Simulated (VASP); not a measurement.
# C (Fmmm) in VASP: a series of runs

Runs on C. Level: PBEsol+D3(BJ). Tasks: single point.

All numbers are computed with VASP 6.6.1; they aren't measurements. Logs are shortened: lines on timing, memory, paths and dates and some standing lists are left out, and cuts for length are marked.

**1. The cell of the first run**

The structure is orthorhombic, space group Fmmm (No. 69). Conventional cell: a = 2.523 Å, b = 4.367 Å, c = 6.822 Å, α = 90.00°, β = 90.00°, γ = 90.00°. Within 1.5 Å of C (site symmetry m2m) lie 1 C at 1.15 Å.

**2. Single point, PBEsol+D3(BJ) (atoms shifted along a free coordinate)**

Contents of INCAR:

```
PREC = Accurate
ENCUT = 520
EDIFF = 1E-6
ISMEAR = 0
SIGMA = 0.03
LREAL = F
LASPH = T
NELM = 100
ALGO = Normal
ISIF = 2
LWAVE = F
LCHARG = F
GGA = PS
IVDW = 12
NBANDS = 11
```

Contents of KPOINTS:

```
Automatic mesh
0
Gamma
  16 16 16
```

Contents of POSCAR:

```
C
1.0
    0.0000000000      2.1832941913      3.4107750586
    1.2613597963      0.0000000000      3.4107750586
    1.2613597963      2.1832941913      0.0000000000
C
2
Direct
    0.1314621586      0.8685378414      0.1314621586
    0.8685378414      0.1314621586      0.8685378414
```

Potentials or basis: VASP PAW PBE potentials, release 64 (C).

On the command line:

```bash
cat potpaw_PBE.64/C/POTCAR > POTCAR
mpirun -np 1 vasp_std > vasp.out
```

OUTCAR:

```text
PREC = Accurate
   ENCUT = 520
   EDIFF = 1E-6
   ISMEAR = 0
   LREAL = F
   LASPH = T
   NELM = 100
   ISIF = 2
   GGA = PS
   IVDW = 12
 IVDW          = 12

 ion  position               nearest neighbor table
   1  0.131  0.869  0.131-   2 1.15   2 1.63   2 1.63
   2  0.869  0.131  0.869-   1 1.15   1 1.63   1 1.63

  LATTYP: Found a face centered orthorhombic cell.
 ALAT       =     2.5227195926
 B/A-ratio  =     1.7309051689
 C/A-ratio  =     2.7040461164

  Lattice vectors:

 A1 = (   0.0000000000,   2.1832941913,   3.4107750586)
 A2 = (   1.2613597963,   0.0000000000,   3.4107750586)
 A3 = (   1.2613597963,   2.1832941913,   0.0000000000)

Analysis of symmetry for initial positions (statically):
=====================================================================
 Subroutine PRICEL returns:
 Original cell was already a primitive cell.

 Routine SETGRP: Setting up the symmetry group for a
 face centered orthorhombic supercell.

 Subroutine GETGRP returns: Found  8 space group operations
 (whereof  8 operations were pure point group operations)
 out of a pool of  8 trial point group operations.

The static configuration has the point symmetry D_2h.

Analysis of symmetry for dynamics (positions and initial velocities):
=====================================================================
 Subroutine PRICEL returns:
 Original cell was already a primitive cell.

 Routine SETGRP: Setting up the symmetry group for a
 face centered orthorhombic supercell.

 Subroutine GETGRP returns: Found  8 space group operations
 (whereof  8 operations were pure point group operations)
 out of a pool of  8 trial point group operations.

The dynamic configuration has the point symmetry D_2h.

 Subroutine INISYM returns: Found  8 space group operations
 (whereof  8 operations are pure point group operations),
 and found     1 'primitive' translations

----------------------------------------------------------------------------------------

                                     Primitive cell

  volume of cell :      18.7860

  direct lattice vectors                    reciprocal lattice vectors
     0.000000000  2.183294191  3.410775059    -0.396397603  0.229011739  0.146594247
     1.261359796  0.000000000  3.410775059     0.396397603 -0.229011739  0.146594247
     1.261359796  2.183294191  0.000000000     0.396397603  0.229011739 -0.146594247

  length of vectors
     4.049711104  3.636538881  2.521468235     0.480694612  0.480694612  0.480694612

  position of ions in fractional coordinates (direct lattice)
     0.131462159  0.868537841  0.131462159
     0.868537841  0.131462159  0.868537841

  ion indices of the primitive-cell ions
   primitive index   ion index
                 1           1
                 2           2

----------------------------------------------------------------------------------------

 KPOINTS: Automatic mesh

Automatic generation of k-mesh.
 Grid dimensions read from file:
 generate k-points for:   16   16   16

 Generating k-lattice:

  Cartesian coordinates                     Fractional coordinates (reciprocal lattice)
    -0.024774850  0.014313234  0.009162140     0.062500000 -0.000000000  0.000000000
     0.024774850 -0.014313234  0.009162140    -0.000000000  0.062500000  0.000000000
     0.024774850  0.014313234 -0.009162140     0.000000000  0.000000000  0.062500000

  Length of vectors
     0.030043413  0.030043413  0.030043413

  Shift w.r.t. Gamma in fractional coordinates (k-lattice)
     0.000000000  0.000000000  0.000000000

 Subroutine IBZKPT returns following result:
 ===========================================

 Found    621 irreducible k-points:

 Following reciprocal coordinates:
            Coordinates               Weight
  0.000000  0.000000  0.000000      1.000000
  0.062500  0.000000  0.000000      8.000000
  0.125000  0.000000  0.000000      8.000000
  0.187500  0.000000  0.000000      8.000000
  0.250000  0.000000  0.000000      8.000000
  0.312500  0.000000  0.000000      8.000000
[... 16 lines left out ...]
 -0.125000  0.062500 -0.000000      8.000000
 -0.062500  0.062500  0.000000      4.000000
 [... further k-points ...]
   k-points           NKPTS =    621   k-points in BZ     NKDIM =    621   number of bands    NBANDS=     11
   number of dos      NEDOS =    301   number of ions     NIONS =      2
   total plane-waves  NPLWV =  16800
   dimension x,y,z NGX =    30 NGY =   28 NGZ =   20
   dimension x,y,z NGXF=    60 NGYF=   56 NGZF=   40
   ions per type =               2
   NGX,Y,Z   is equivalent  to a cutoff of  12.32, 12.80, 13.19 a.u.
   NGXF,Y,Z  is equivalent  to a cutoff of  24.63, 25.60, 26.37 a.u.
 SYSTEM =  unknown system
   PREC   = accura    normal or accurate (medium, high low for compatibility)
   ISTART =      0    job   : 0-new  1-cont  2-samecut
   ICHARG =      2    charge: 1-file 2-atom 10-const
   ISPIN  =      1    spin polarized calculation?
   LNONCOLLINEAR =      F non collinear calculations
   LSORBIT =      F    spin-orbit coupling
   LASPH  =      T    aspherical Exc in radial PAW
   ENCUT  =  520.0 eV  38.22 Ry    6.18 a.u.   7.53  6.76  4.69*2*pi/ulx,y,z
   NELM   =    100;   NELMIN=  2; NELMDL= -5     # of ELM steps
   EDIFF  = 0.1E-05   stopping-criterion for ELM
   LREAL  =      F    real-space projection
   EDIFFG = 0.1E-04   stopping-criterion for IOM
   NSW    =      0    number of steps for IOM
   IBRION =     -1    ionic relax: 0-MD 1-quasi-New 2-CG
   NFREE  =      0    steps in history (QN), initial steepest desc. (CG)
   ISIF   =      2    stress and relaxation
   ISYM   =      2    0-nonsym 1-usesym 2-fastsym
   POTIM  = 0.5000    time-step for ionic-motion
   TEBEG  =    0.0;   TEEND  =   0.0 temperature during run
   PSTRESS=    0.0 pullay stress
   NELECT =       8.0000    total number of electrons
   NUPDOWN=      -1.0000    fix difference up-down
   EMIN   =  10.00;   EMAX   =-10.00  energy-range for DOS
   EFERMI =   0.00;   METHOD = LEGACY
   ISMEAR =     0;   SIGMA  =   0.03  broadening in eV -4-tet -1-fermi 0-gaus
   EFERMI_NEDOS =   21; number of points for ismear=-14 and -15
   IALGO  =     38    algorithm
   IMIX   =      4    mixing-type and parameters
     AMIX     =   0.40;   BMIX     =  1.00
     AMIX_MAG =   1.60;   BMIX_MAG =  1.00
  volume/ion in A,a.u.               =       9.39        63.39
  Fermi-wavevector in a.u.,A,eV,Ry     =   1.231667  2.327514 20.640095  1.517004
  Thomas-Fermi vector in A             =   2.366468
   LORBIT       =      0    0 simple, 1 ext, 2 COOP (PROOUT), +10 PAW based schemes
   GGA     = PS    functional components
   LHFCALC =     F    Hartree Fock is set to
   AEXX    =    0.0000 exact exchange contribution
   IVDW    =    12    specifies the selected vdW correction
   LEPSILON=     F    determine dielectric tensor
   LRPA    =     F    only Hartree local field effects (RPA)
 non-spin polarized calculation
 Gauss-broadening in eV      SIGMA  =   0.03
  energy-cutoff  :      520.00
  volume of cell :       18.79
 maximum number of plane-waves:       522
   NGX = 15   NGY = 13   NGZ =  9

 number of electron       8.0000000 magnetization

 Free energy of the ion-electron system (eV)
  ---------------------------------------------------
  ext. energy  EPLUGINS =         0.00000000
  ---------------------------------------------------
  free energy    TOTEN  =       -16.42431106 eV

  energy without entropy =      -16.42428339  energy(sigma->0) =      -16.42429723

 E-fermi :   4.5244     XC(G=0): -10.1930

 val. band max:        4.5241414958   @ k =  -0.1250   0.4375   0.4375
 cond. band min:       4.6303139987   @ k =   0.0000   0.3750   0.3750
 fundamental gap:      0.1061725029
 Fermi energy:         4.5243554969

 k-point     1 :       0.0000    0.0000    0.0000
  band No.  band energies     occupation
      1     -15.2387      2.00000
      2      -2.5403      2.00000
      3      -2.4691      2.00000
      4       5.6721      0.00000
      5       6.5088      0.00000
      6       8.3121      0.00000
      7      13.1058      0.00000
      8      15.6029      0.00000
      9      19.2349      0.00000
     10      25.1305      0.00000
     11      26.0231      0.00000

 k-point     2 :       0.0625    0.0000    0.0000
  band No.  band energies     occupation
      1     -15.1520      2.00000
      2      -2.6092      2.00000
      3      -2.4628      2.00000
      4       4.8083      0.00000
      5       6.9498      0.00000
      6       8.4791      0.00000
      7      13.5280      0.00000
      8      15.3203      0.00000
      9      19.3314      0.00000
     10      25.3725      0.00000
     11      25.5987      0.00000

 k-point     3 :       0.1250    0.0000    0.0000
  band No.  band energies     occupation
      1     -14.8937      2.00000
      2      -2.9808      2.00000
      3      -2.2617      2.00000
      4       3.3554      2.00000
      5       7.3742      0.00000
      6       8.9533      0.00000
      7      14.5128      0.00000
      8      14.5458      0.00000
      9      19.7118      0.00000
     10      24.1061      0.00000
     11      26.6598      0.00000
[... 267 lines left out ...]
 k-point    23 :      -0.1250    0.0625   -0.0000
  band No.  band energies     occupation
      1     -14.4874      2.00000
      2      -3.5612      2.00000
      3      -1.7844      2.00000
      4       1.8173      2.00000
      5       7.6628      0.00000
      6       9.3878      0.00000
      7      13.2913      0.00000
      8      15.7457      0.00000
      9      20.5008      0.00000
     10      22.5989      0.00000
     11      27.1510      0.00000

 k-point    24 :      -0.0625    0.0625    0.0000
  band No.  band energies     occupation
      1     -14.9029      2.00000
      2      -2.9774      2.00000
      3      -2.1890      2.00000
      4       3.3582      2.00000
      5       7.3709      0.00000
      6       8.7979      0.00000
      7      14.5107      0.00000
      8      14.5424      0.00000
      9      19.7009      0.00000
     10      24.0901      0.00000
     11      26.6573      0.00000

 [... further k-points ...]

------------------------ aborting loop because EDIFF is reached ----------------------------------------

 Edisp (eV)   -0.21490

 E8    (eV) :    -0.1044

  FORCE on cell =-STRESS in cart. coord.  units (eV):
  Direction    XX          YY          ZZ          XY          YZ          ZX
  --------------------------------------------------------------------------------------
  -------------------------------------------------------------------------------------
  Total      -1.87051    12.71912    -0.21494     0.00000     0.00000     0.00000
  in kB    -159.52815  1084.75953   -18.33148     0.00000     0.00000     0.00000
  external pressure =      302.30 kB  Pullay stress =        0.00 kB

 VOLUME and BASIS-vectors are now :
 -----------------------------------------------------------------------------
  energy-cutoff  :      520.00
  volume of cell :       18.79
      direct lattice vectors                 reciprocal lattice vectors
     0.000000000  2.183294191  3.410775059    -0.396397603  0.229011739  0.146594247
     1.261359796  0.000000000  3.410775059     0.396397603 -0.229011739  0.146594247
     1.261359796  2.183294191  0.000000000     0.396397603  0.229011739 -0.146594247

 POSITION                                       TOTAL-FORCE (eV/Angst)
 -----------------------------------------------------------------------------------
      1.26136      0.57404      3.41078         0.000000     22.253236      0.000000
      1.26136      3.79255      3.41078         0.000000    -22.253236      0.000000
 -----------------------------------------------------------------------------------
    total drift:                               -0.000000     -0.000000      0.000000

  FREE ENERGIE OF THE ION-ELECTRON SYSTEM (eV)
  ---------------------------------------------------
  free  energy   TOTEN  =       -16.6392110737 eV

  energy  without entropy=      -16.6391834039  energy(sigma->0) =      -16.63919724
```

It took 60 s on 1 thread of Intel Xeon 6975P-C (Granite Rapids), shared host; peak memory 0.23 GiB.

What came out:

| Quantity | Value |
| --- | --- |
| Free energy | -16.6392 eV |
| Pressure | 30.2 GPa |
| Largest force | 22.253 eV/Å |
| Band gap on the k mesh | zero (bands 4 and 5 overlap by 2.31 eV) |
| Dispersion energy per atom | -0.107 eV |

Forces on the atoms (eV/Å):
```
C     0.000  22.253   0.000
C     0.000 -22.253   0.000
```

Caveat: the cell differs from its parent crystal (atoms shifted along a free coordinate); the cell stands under pressure; the PAW data sets were made with another functional, which shifts forces and pressure a little.

(Continued in part 2 of 2.)
